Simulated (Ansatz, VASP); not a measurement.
## AlN: VASP beside Ansatz

POSCAR

```
AlN
1.0
    0.0000000000      2.1730780881      2.1730780881
    2.1730780881      0.0000000000      2.1730780881
    2.1730780881      2.1730780881      0.0000000000
Al N
1 1
Direct
    0.0000000000      0.0000000000      0.0000000000
    0.2500000000      0.2500000000      0.2500000000
```

File INCAR.step1:

```
SYSTEM = AlN
PREC = Accurate
ENCUT = 520
EDIFF = 1E-5
ISMEAR = 0
SIGMA = 0.01
LREAL = .False.
LASPH = .True.
NELM = 80
ALGO = Normal
ISIF = 2
LWAVE = .True.
LCHARG = .False.
NBANDS = 11
GGA = PE
```

The input INCAR.step2:

```
SYSTEM = AlN
PREC = Accurate
ENCUT = 520
EDIFF = 1E-6
ISMEAR = 0
SIGMA = 0.01
LREAL = .False.
LASPH = .True.
NELM = 80
ALGO = Normal
ISIF = 2
LWAVE = .False.
LCHARG = .False.
GGA = PE
LHFCALC = .True.
HFSCREEN = 0.2079
PRECFOCK = Normal
NBANDS = 11
ISTART = 1
```

File KPOINTS:

```
Automatic mesh
0
Gamma
  8 8 8
  0 0 0
```

Input for Ansatz:

```yaml
crystal:
  lattice:
    - [0.0, 2.1730780881, 2.1730780881]
    - [2.1730780881, 0.0, 2.1730780881]
    - [2.1730780881, 2.1730780881, 0.0]
  atoms:
    - { symbol: Al, position: [0.0, 0.0, 0.0] }
    - { symbol: "N", position: [0.25, 0.25, 0.25] }
kpoints:
  mp_grid: { grid: [8, 8, 8] }
  band_path:
    path:
      - [0.0, 0.0, 0.0]
      - [-0.5, -0.5, 0.0]
      - [-0.375, -0.375, 0.25]
      - [-0.375, 0.0, 0.375]
      - [0.0, 0.0, 0.5]
      - [-0.5, -0.25, 0.25]
    npoints: 1
hamiltonian:
  xc: hse06
scf:
  occupations: { method: fixed }
  n_extra_bands: 4
output:
  forces: true
  stress: true
  eigenvalues: true
```

Change from the starting cell: hydrostatic strain -0.5%.

Alike in both runs: task single point; functional HSE06; k mesh 8 × 8 × 8; no spin polarisation.

```csv
,VASP,Ansatz
version,VASP 6.6.1,Ansatz 0.2.0
potentials or method,"VASP PAW PBE potentials, release 64 (Al, N)","plane waves, PAW"
plane-wave cutoff (eV),520,420
occupations,"gaussian, width 0.01 eV",fixed
valence electrons in the cell,8,8
```

|  | VASP | Ansatz | Ansatz less VASP |
| --- | --- | --- | --- |
| gap on the k mesh at the Fermi level (eV) | 4.57 | 4.57 | 0.000 |
| pressure (GPa) | 2.7 | 2.9 | +0.14 |

Ansatz's warnings: stress exchange threshold loose, stress scf threshold loose.
